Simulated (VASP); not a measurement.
BeS:

```
CELL_PARAMETERS angstrom
3.30048 0.00000 0.00000
-1.65024 2.85830 0.00000
0.00000 0.00000 5.24693
ATOMIC_POSITIONS crystal
Be 0.00000 0.00000 0.00000
Be 0.00000 0.00000 0.50000
S 0.33333 0.66667 0.25000
S 0.66667 0.33333 0.75000
```

```yaml
Program: VASP 6.6.1
Task: relaxation of cell and atoms
Functional: PBEsol
Potentials_or_basis: VASP PAW PBE potentials, release 64 (Be, S)
Cutoff: 600 eV
k_mesh: 12 × 12 × 4
Occupations: fermi-dirac, width 0.02 eV
Spin: no spin polarisation
```

At the start: pressure -2.6 GPa; volume 12.37 Å³/atom.

**Question.** How do energy, volume and symmetry change on relaxing?

**Answer.** Over 3 steps the energy falls by 2.5 meV/atom and the volume is 12.08 Å³/atom (-2.4 %); space group P6_3/mmc (No. 194, to 0.05 Å).

Step by step:
```
step  energy change (eV)  largest force (eV/Å)  pressure (GPa)  volume (Å³)
   1              0.0000                0.0000           -2.64        49.50
   2             -0.0095                0.0000            0.64        48.05
   3             -0.0100                0.0000            0.00        48.32
```

Final structure:
```
Be S
1.0
     3.27299    0.00000    0.00000
    -1.63649    2.83449    0.00000
     0.00000    0.00000    5.20791
Be S
2 2
Direct
  0.00000 0.00000 0.00000
  0.00000 0.00000 0.50000
  0.33333 0.66667 0.25000
  0.66667 0.33333 0.75000
```

Caveat: the PAW data sets were made with another functional, which shifts forces and pressure a little.
